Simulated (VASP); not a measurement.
# CaO (Fm-3m) in VASP: further runs, part 2 of 2

VASP 6.6.1. The steps go on from the part before.

## 3. Single point, PBE

INCAR reads:

```
  PREC = Accurate
  ENCUT = 600
  EDIFF = 1E-6
  ISMEAR = 0
  SIGMA = 0.01
  LREAL = F
  LASPH = T
  NELM = 120
  ALGO = Normal
  ISIF = 2
  LWAVE = F
  LCHARG = F
  GGA = PE
  NBANDS = 15
  GGA_COMPAT = F
```

KPOINTS reads:

```
regular mesh
0
Gamma
  8 8 8
```

POSCAR reads:

```
CaO
1.0
    0.0000000000      2.4153791873      2.4153791873
    2.4153791873      0.0000000000      2.4153791873
    2.4153791873      2.4153791873      0.0000000000
Ca O
1 1
Direct
    0.0000000000      0.0000000000      0.0000000000
    0.5000000000      0.5000000000      0.5000000000
```

Potentials or basis: VASP PAW PBE potentials, release 64 (Ca_sv, O).

Command:

```console
> cat potpaw_PBE.64/Ca_sv/POTCAR potpaw_PBE.64/O/POTCAR > POTCAR
> mpirun -np 1 vasp_std > vasp.out
```

OUTCAR:

```text
PREC = Accurate
   ENCUT = 600
   EDIFF = 1E-6
   ISMEAR = 0
   LREAL = F
   LASPH = T
   NELM = 120
   ISIF = 2
   GGA = PE

 ion  position               nearest neighbor table
   1  0.000  0.000  0.000-   2 2.42   2 2.42   2 2.42   2 2.42   2 2.42   2 2.42
   2  0.500  0.500  0.500-   1 2.42   1 2.42   1 2.42   1 2.42   1 2.42   1 2.42

  LATTYP: Found a face centered cubic cell.
 ALAT       =     4.8307583746

  Lattice vectors:

 A1 = (   0.0000000000,   2.4153791873,   2.4153791873)
 A2 = (   2.4153791873,   0.0000000000,   2.4153791873)
 A3 = (   2.4153791873,   2.4153791873,   0.0000000000)

Analysis of symmetry for initial positions (statically):
=====================================================================
 Subroutine PRICEL returns:
 Original cell was already a primitive cell.

 Routine SETGRP: Setting up the symmetry group for a
 face centered cubic supercell.

 Subroutine GETGRP returns: Found 48 space group operations
 (whereof 48 operations were pure point group operations)
 out of a pool of 48 trial point group operations.

The static configuration has the point symmetry O_h .

Analysis of symmetry for dynamics (positions and initial velocities):
=====================================================================
 Subroutine PRICEL returns:
 Original cell was already a primitive cell.

 Routine SETGRP: Setting up the symmetry group for a
 face centered cubic supercell.

 Subroutine GETGRP returns: Found 48 space group operations
 (whereof 48 operations were pure point group operations)
 out of a pool of 48 trial point group operations.

The dynamic configuration has the point symmetry O_h .

 Subroutine INISYM returns: Found 48 space group operations
 (whereof 48 operations are pure point group operations),
 and found     1 'primitive' translations

----------------------------------------------------------------------------------------

                                     Primitive cell

[... 114 lines left out ...]
   LORBIT       =      0    0 simple, 1 ext, 2 COOP (PROOUT), +10 PAW based schemes
   GGA     = PE    functional components
   LHFCALC =     F    Hartree Fock is set to
   AEXX    =    0.0000 exact exchange contribution
   IVDW    =     0    specifies the selected vdW correction
   LEPSILON=     F    determine dielectric tensor
   LRPA    =     F    only Hartree local field effects (RPA)
 non-spin polarized calculation
 Gauss-broadening in eV      SIGMA  =   0.01
  energy-cutoff  :      600.00
  volume of cell :       28.18
 maximum number of plane-waves:       960
   NGX = 13   NGY = 13   NGZ = 13

 number of electron      15.9999999 magnetization

 Free energy of the ion-electron system (eV)
  ---------------------------------------------------
  ext. energy  EPLUGINS =         0.00000000
  ---------------------------------------------------
  free energy    TOTEN  =       -12.80757922 eV

  energy without entropy =      -12.80757922  energy(sigma->0) =      -12.80757922

 E-fermi :   2.3438     XC(G=0): -10.4016

 val. band max:        2.2636017492   @ k =   0.0000   0.0000   0.0000
 cond. band min:       5.9036339449   @ k =   0.5000   0.5000   0.0000
 fundamental gap:      3.6400321958
 Fermi energy:         2.3437712929

 k-point     1 :       0.0000    0.0000    0.0000
  band No.  band energies     occupation
      1     -35.4355      2.00000
      2     -16.2104      2.00000
      3     -16.2104      2.00000
      4     -16.2104      2.00000
      5     -13.2397      2.00000
      6       2.2636      2.00000
      7       2.2636      2.00000
      8       2.2636      2.00000
      9       6.8553      0.00000
     10       8.4518      0.00000
     11       8.4518      0.00000
     12       8.4518      0.00000
     13       9.9293      0.00000
     14       9.9293      0.00000
[... 401 lines left out ...]
      2     -17.0443      2.00000
      3     -16.4372      2.00000
      4     -16.3297      2.00000
      5     -12.3678      2.00000
      6       0.2365      2.00000
      7       1.1503      2.00000
      8       1.2287      2.00000
      9       8.9525      0.00000
     10       9.0317      0.00000
     11      10.9310      0.00000
     12      11.0874      0.00000
     13      12.3502      0.00000
     14      14.0348      0.00000
     15      15.8964      0.00000

 [... further k-points ...]
[... 5 lines left out ...]
  --------------------------------------------------------------------------------------
  -------------------------------------------------------------------------------------
  Total        0.0764946      0.0764946      0.0764946      0.0000000      0.0000000     -0.0000000
  in kB        4.3486579      4.3486579      4.3486579      0.0000000      0.0000000     -0.0000000
  external PRESSURE =       4.3486579 kB  Pullay stress =       0.0000000 kB

 VOLUME and BASIS-vectors are now :
 -----------------------------------------------------------------------------
  energy-cutoff  :      600.00
  volume of cell :       28.18
      direct lattice vectors                 reciprocal lattice vectors
     0.000000000  2.415379187  2.415379187    -0.207006835  0.207006835  0.207006835
     2.415379187  0.000000000  2.415379187     0.207006835 -0.207006835  0.207006835
     2.415379187  2.415379187  0.000000000     0.207006835  0.207006835 -0.207006835

 POSITION                                       TOTAL-FORCE (eV/Angst)
 -----------------------------------------------------------------------------------
      0.00000      0.00000      0.00000        -0.000000      0.000000      0.000000
      2.41538      2.41538      2.41538         0.000000     -0.000000     -0.000000
 -----------------------------------------------------------------------------------
    total drift:                                0.000000      0.000000      0.000000

  FREE ENERGIE OF THE ION-ELECTRON SYSTEM (eV)
  ---------------------------------------------------
  free  energy   TOTEN  =       -12.8075792179 eV

  energy  without entropy=      -12.8075792179  energy(sigma->0) =      -12.80757922
```

OSZICAR:

```text
N       E                     dE             d eps       ncg     rms          rms(c)
DAV:   1     0.131969729460E+03    0.13197E+03   -0.91123E+03   870   0.122E+03
DAV:   2    -0.881051858439E+01   -0.14078E+03   -0.13228E+03  1080   0.304E+02
DAV:   3    -0.143573152266E+02   -0.55468E+01   -0.55079E+01  1011   0.622E+01
DAV:   4    -0.145155108980E+02   -0.15820E+00   -0.15795E+00  1257   0.899E+00
DAV:   5    -0.145168713987E+02   -0.13605E-02   -0.13605E-02  1005   0.863E-01    0.856E+00
DAV:   6    -0.128887848649E+02    0.16281E+01   -0.51636E+00   955   0.220E+01    0.364E+00
DAV:   7    -0.128111775145E+02    0.77607E-01   -0.41107E-01   968   0.665E+00    0.181E+00
DAV:   8    -0.128084305208E+02    0.27470E-02   -0.77578E-02  1108   0.303E+00    0.426E-01
DAV:   9    -0.128069322489E+02    0.14983E-02   -0.45400E-03   898   0.568E-01    0.112E-01
DAV:  10    -0.128076023169E+02   -0.67007E-03   -0.74554E-04  1003   0.244E-01    0.443E-02
DAV:  11    -0.128075791906E+02    0.23126E-04   -0.46919E-05  1088   0.824E-02    0.639E-03
DAV:  12    -0.128075792179E+02   -0.27333E-07   -0.77263E-06   968   0.242E-02
   1 F= -.12807579E+02 E0= -.12807579E+02  d E =-.404076E-32
```

stdout:

```text
POSCAR found type information on POSCAR CaO
 POSCAR found :  2 types and       2 ions
 scaLAPACK will be used
 LDA part: xc-table for (Slater+PW92), standard interpolation
 POSCAR, INCAR and KPOINTS ok, starting setup
 FFT: planning ... GRIDC
 FFT: planning ... GRID_SOFT
 FFT: planning ... GRID
 WAVECAR not read
 entering main loop
```

It took 22 s on 1 thread of Intel Xeon 8259CL, shared host; peak memory 0.16 GiB.

What came out:

| Item | Value |
| --- | --- |
| Free energy | -12.8076 eV |
| Pressure | 0.4 GPa |
| Band gap on the k mesh | 3.64 eV (least direct gap 4.02 eV) |

## 4. Single point, r2SCAN

This run uses another cell than the first one, of 15.51 Å³/atom.

POSCAR reads:

```
CaO
1.0
    0.0000000000      2.4935980040      2.4935980040
    2.4935980040      0.0000000000      2.4935980040
    2.4935980040      2.4935980040      0.0000000000
Ca O
1 1
Direct
    0.0000000000      0.0000000000      0.0000000000
    0.5000000000      0.5000000000      0.5000000000
```

INCAR.step1 reads:

```
SYSTEM = CaO
PREC = Accurate ; ENCUT = 660
ISMEAR = 0 ; SIGMA = 0.02
LREAL = .FALSE. ; LASPH = .TRUE.
NELM = 120 ; NBANDS = 15
GGA = PE ; ALGO = Normal
EDIFF = 1E-5 ; LWAVE = .TRUE.
LCHARG = .FALSE. ; GGA_COMPAT = .FALSE.
```

INCAR.step2 reads:

```
SYSTEM = CaO
PREC = Accurate ; ENCUT = 660
EDIFF = 1E-6 ; ISMEAR = 0
SIGMA = 0.02 ; LREAL = .FALSE.
LASPH = .TRUE. ; NELM = 120
ALGO = Normal ; ISIF = 2
LWAVE = .FALSE. ; LCHARG = .FALSE.
METAGGA = R2SCAN ; LMIXTAU = .TRUE.
NBANDS = 15 ; ISTART = 1
GGA_COMPAT = .FALSE.
```

KPOINTS reads:

```
Automatic mesh
0
G
  8 8 8
  0 0 0
```

Potentials or basis: VASP PAW PBE potentials, release 64 (Ca_sv, O).

Command:

```console
> cat potpaw_PBE.64/Ca_sv/POTCAR potpaw_PBE.64/O/POTCAR > POTCAR
> cp INCAR.step1 INCAR
> mpirun -np 1 vasp_std > vasp.out
> cp INCAR.step2 INCAR
> mpirun -np 1 vasp_std > vasp.out
```

OUTCAR:

```text
SYSTEM = CaO
   PREC = Accurate
   ENCUT = 660
   EDIFF = 1E-6
   ISMEAR = 0
   LREAL = .FALSE.
   LASPH = .TRUE.
   NELM = 120
   ISIF = 2
   METAGGA = R2SCAN
   ISTART = 1

 ion  position               nearest neighbor table
   1  0.000  0.000  0.000-   2 2.49   2 2.49   2 2.49   2 2.49   2 2.49   2 2.49
   2  0.500  0.500  0.500-   1 2.49   1 2.49   1 2.49   1 2.49   1 2.49   1 2.49

  LATTYP: Found a face centered cubic cell.
 ALAT       =     4.9871960080

  Lattice vectors:

 A1 = (   0.0000000000,   2.4935980040,   2.4935980040)
 A2 = (   2.4935980040,   0.0000000000,   2.4935980040)
 A3 = (   2.4935980040,   2.4935980040,   0.0000000000)

Analysis of symmetry for initial positions (statically):
=====================================================================
 Subroutine PRICEL returns:
 Original cell was already a primitive cell.

 Routine SETGRP: Setting up the symmetry group for a
 face centered cubic supercell.

 Subroutine GETGRP returns: Found 48 space group operations
 (whereof 48 operations were pure point group operations)
 out of a pool of 48 trial point group operations.

The static configuration has the point symmetry O_h .

Analysis of symmetry for dynamics (positions and initial velocities):
[... 170 lines left out ...]
      2     -18.0698      2.00000
      3     -18.0698      2.00000
      4     -18.0697      2.00000
      5     -14.8350      2.00000
      6       1.4322      2.00000
      7       1.4322      2.00000
      8       1.4322      2.00000
      9       5.9840      0.00000
     10       7.9894      0.00000
     11       7.9894      0.00000
     12       7.9894      0.00000
     13       9.4012      0.00000
     14       9.4012      0.00000
[... 401 lines left out ...]
      2     -18.6652      2.00000
      3     -18.2297      2.00000
      4     -18.1548      2.00000
      5     -14.1739      2.00000
      6      -0.4227      2.00000
      7       0.4211      2.00000
      8       0.5291      2.00000
      9       8.3627      0.00000
     10       8.4407      0.00000
     11      10.2263      0.00000
     12      10.2718      0.00000
     13      11.5270      0.00000
     14      13.0863      0.00000
     15      14.8612      0.00000

 [... further k-points ...]
[... 5 lines left out ...]
  --------------------------------------------------------------------------------------
  -------------------------------------------------------------------------------------
  Total       -1.9716678     -1.9716678     -1.9716678     -0.0000000      0.0000000      0.0000000
  in kB     -101.8673514   -101.8673514   -101.8673514     -0.0000000      0.0000000      0.0000000
  external PRESSURE =    -101.8673514 kB  Pullay stress =       0.0000000 kB

 VOLUME and BASIS-vectors are now :
 -----------------------------------------------------------------------------
  energy-cutoff  :      660.00
  volume of cell :       31.01
      direct lattice vectors                 reciprocal lattice vectors
     0.000000000  2.493598004  2.493598004    -0.200513475  0.200513475  0.200513475
     2.493598004  0.000000000  2.493598004     0.200513475 -0.200513475  0.200513475
     2.493598004  2.493598004  0.000000000     0.200513475  0.200513475 -0.200513475

 POSITION                                       TOTAL-FORCE (eV/Angst)
 -----------------------------------------------------------------------------------
      0.00000      0.00000      0.00000        -0.000000      0.000000      0.000000
      2.49360      2.49360      2.49360         0.000000     -0.000000     -0.000000
 -----------------------------------------------------------------------------------
    total drift:                                0.000000      0.000000      0.000000

  FREE ENERGIE OF THE ION-ELECTRON SYSTEM (eV)
  ---------------------------------------------------
  free  energy   TOTEN  =       -19.3515990783 eV

  energy  without entropy=      -19.3515990783  energy(sigma->0) =      -19.35159908
```

OSZICAR.step1:

```text
N       E                     dE             d eps       ncg     rms          rms(c)
DAV:   1     0.139649327572E+03    0.13965E+03   -0.94683E+03   870   0.128E+03
DAV:   2    -0.787767270791E+01   -0.14753E+03   -0.13726E+03  1136   0.314E+02
DAV:   3    -0.142780635123E+02   -0.64004E+01   -0.63492E+01  1018   0.667E+01
DAV:   4    -0.144627148720E+02   -0.18465E+00   -0.18447E+00  1266   0.985E+00
DAV:   5    -0.144635398208E+02   -0.82495E-03   -0.82495E-03   976   0.748E-01    0.858E+00
DAV:   6    -0.128505037196E+02    0.16130E+01   -0.56620E+00   940   0.216E+01    0.397E+00
DAV:   7    -0.127451518290E+02    0.10535E+00   -0.45510E-01   947   0.670E+00    0.185E+00
DAV:   8    -0.127408549857E+02    0.42968E-02   -0.83105E-02  1087   0.314E+00    0.399E-01
DAV:   9    -0.127398269227E+02    0.10281E-02   -0.40539E-03   905   0.536E-01    0.122E-01
DAV:  10    -0.127406302513E+02   -0.80333E-03   -0.90782E-04  1031   0.265E-01    0.644E-02
DAV:  11    -0.127405970037E+02    0.33248E-04   -0.53500E-05  1138   0.900E-02    0.683E-03
DAV:  12    -0.127405980678E+02   -0.10641E-05   -0.11044E-05   829   0.309E-02
   1 F= -.12740598E+02 E0= -.12740598E+02  d E =-.317397E-62
```

Wall time 1.7 min (1 thread of Intel Xeon 8259CL, shared host); peak memory 0.18 GiB.

Results:

* Free energy: -19.3516 eV
* Pressure: -10.2 GPa
* Band gap on the k mesh: 4.19 eV (least direct gap 4.55 eV)

Caveat: the cell stands under tension; the PAW data sets were made with another functional, which shifts forces and pressure a little. A k mesh can miss the band edges.

## 5. Relaxation of cell and atoms, PBE

INCAR reads:

```
  PREC = Accurate
  ENCUT = 600
  EDIFF = 1E-7
  ISMEAR = 0
  SIGMA = 0.01
  LREAL = F
  LASPH = T
  NELM = 120
  ALGO = Normal
  ISIF = 3
  LWAVE = F
  LCHARG = F
  GGA = PE
  IBRION = 2
  NSW = 80
  EDIFFG = -0.001
  GGA_COMPAT = F
  NELMIN = 4
```

KPOINTS reads:

```
regular mesh
0
Gamma
  8 8 8
```

POSCAR reads:

```
CaO
1.0
    0.0000000000      2.4156214642      2.4156214642
    2.4156214642      0.0000000000      2.4156214642
    2.4156214642      2.4156214642      0.0000000000
Ca O
1 1
Direct
    0.0000000000      0.0000000000      0.0000000000
    0.5000000000      0.5000000000      0.5000000000
```

Command:

```console
> cat potpaw_PBE.64/Ca_sv/POTCAR potpaw_PBE.64/O/POTCAR > POTCAR
> mpirun -np 1 vasp_std > vasp.out
```

It took 53 s on 1 thread of Intel Xeon 8259CL, shared host; peak memory 0.17 GiB.

It converged, with:

| Item | Value |
| --- | --- |
| Free energy | -12.8078 eV |
| Relaxed volume | 14.15 Å³/atom |
| Relaxed cell | a = 3.421 Å, b = 3.421 Å, c = 3.421 Å, α = 60.00°, β = 60.00°, γ = 60.00° |
| Space group after relaxing (to 0.1 Å) | Fm-3m (No. 225) |
| Energy gained by relaxing | 0.1 meV/atom |
| Ionic steps | 3 |
| Pressure after relaxing | 0.0 GPa |
| Band gap on the k mesh | 3.64 eV (least direct gap 4.02 eV) |

The path:
| step | energy change (eV) | largest force (eV/Å) | pressure (GPa) | volume (Å³) |
| --- | --- | --- | --- | --- |
| 1 | 0.0000 | 0.0000 | 0.43 | 28.19 |
| 2 | -0.0001 | 0.0000 | -0.15 | 28.35 |
| 3 | -0.0001 | 0.0000 | 0.00 | 28.30 |

Final structure:
```
Ca O
1.0
     0.00000    2.41884    2.41884
     2.41884    0.00000    2.41884
     2.41884    2.41884    0.00000
Ca O
1 1
Direct
  0.00000 0.00000 0.00000
  0.50000 0.50000 0.50000
```

Levels at points of the mesh, in eV from the valence-band top:
| k point | band 4 | band 5 | band 6 | band 7 | band 8 | band 9 | band 10 | band 11 | band 12 |
| --- | --- | --- | --- | --- | --- | --- | --- | --- | --- |
| (0.00, 0.00, 0.00) | -18.49 | -15.50 | 0.00 | 0.00 | 0.00 | 4.56 | 6.18 | 6.18 | 6.18 |
| (0.50, 0.00, 0.00) | -18.54 | -14.38 | -2.59 | -1.16 | -1.16 | 6.96 | 8.25 | 8.25 | 8.36 |
| (0.50, 0.50, 0.00) | -18.71 | -15.26 | -1.31 | -0.38 | -0.38 | 3.64 | 7.90 | 8.78 | 9.40 |

A k mesh can miss the band edges.

## 6. The runs side by side

```tsv
task	level	cell	cutoff (eV)	smearing	gap on the mesh (eV)	pressure (GPa)
single point	PBE	a = 3.416 Å, angles 60.0°, 2 atoms	600	gaussian 0.01 eV	3.64	0.4
single point	r2SCAN	a = 3.526 Å, angles 60.0°, 2 atoms	660	gaussian 0.02 eV	4.19	-10.2
relaxation of cell and atoms	PBE	relaxed from a = 3.416 Å, angles 60.0°, 2 atoms	600	gaussian 0.01 eV	3.64	0.0
```

Alike in all rows: potentials or basis VASP PAW PBE potentials, release 64 (Ca_sv, O); no spin polarisation; k mesh 8 × 8 × 8.

Caveats: the cell stands under tension (at least some runs); the PAW data sets were made with another functional, which shifts forces and pressure a little (at least some runs).

Absolute energies hang on the potentials; compare differences alone.
